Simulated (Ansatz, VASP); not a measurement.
Two plane-wave programs on MgS

The input POSCAR:

```
MgS
1.0
    0.0000000000      2.6188799723      2.6188799723
    2.6188799723      0.0000000000      2.6188799723
    2.6188799723      2.6188799723      0.0000000000
S Mg
1 1
Direct
    0.5000000000      0.5000000000      0.5000000000
    0.0000000000      0.0000000000      0.0000000000
```

Contents of INCAR.step1:

```
SYSTEM = MgS
PREC = Accurate
ENCUT = 520
EDIFF = 1E-5
ISMEAR = -1
SIGMA = 0.05
LREAL = .False.
LASPH = .True.
NELM = 60
ALGO = Normal
ISIF = 2
LWAVE = .True.
GGA = PE
NBANDS = 11
```

Contents of INCAR.step2:

```
SYSTEM = MgS
PREC = Accurate
ENCUT = 520
EDIFF = 1E-7
ISMEAR = -1
SIGMA = 0.05
LREAL = .False.
LASPH = .True.
NELM = 60
ALGO = Normal
ISIF = 2
LWAVE = .False.
LCHARG = .True.
GGA = PE
LHFCALC = .True.
HFSCREEN = 0.2079
PRECFOCK = Normal
LELF = .True.
LVHAR = .True.
ISTART = 1
NBANDS = 11
```

File KPOINTS:

```
regular mesh
0
Gamma
  6 6 6
  0 0 0
```

The input input:

```
crystal:
  lattice:
    - [0.0, 2.6188799723, 2.6188799723]
    - [2.6188799723, 0.0, 2.6188799723]
    - [2.6188799723, 2.6188799723, 0.0]
  atoms:
    - { symbol: S, position: [0.5, 0.5, 0.5] }
    - { symbol: Mg, position: [0.0, 0.0, 0.0] }
hamiltonian:
  xc: hse06
  pseudopotentials: { kind: paw }
kpoints:
  mp_grid: { grid: [6, 6, 6] }
scf:
  occupations: { method: fermi_dirac, width: 0.05 }
output:
  forces: true
  stress: true
  eigenvalues: true
  write_density: true
  write_potential: true
  elf: true
  volumetric_format: npy
```

Alike in both runs: task single point; functional HSE06; k mesh 6 × 6 × 6; occupations fermi-dirac, width 0.05 eV; no spin polarisation.

```csv
,VASP,Ansatz
version,VASP 6.6.1,Ansatz 0.2.0
potentials or method,"VASP PAW PBE potentials, release 64 (S, Mg)",Ansatz PAW
plane-wave cutoff (eV),520,420
valence electrons in the cell,8,16
```

```csv
,VASP,Ansatz,Ansatz less VASP
gap on the k mesh at the Fermi level (eV),3.70,3.76,+0.053
least direct gap on the mesh (eV),4.63,4.66,+0.032
pressure (GPa),-2.2,-1.9,+0.31
```

VASP's potentials hold 8 valence electrons a cell and Ansatz's 16, so a difference there can come from the potentials and not from the codes.
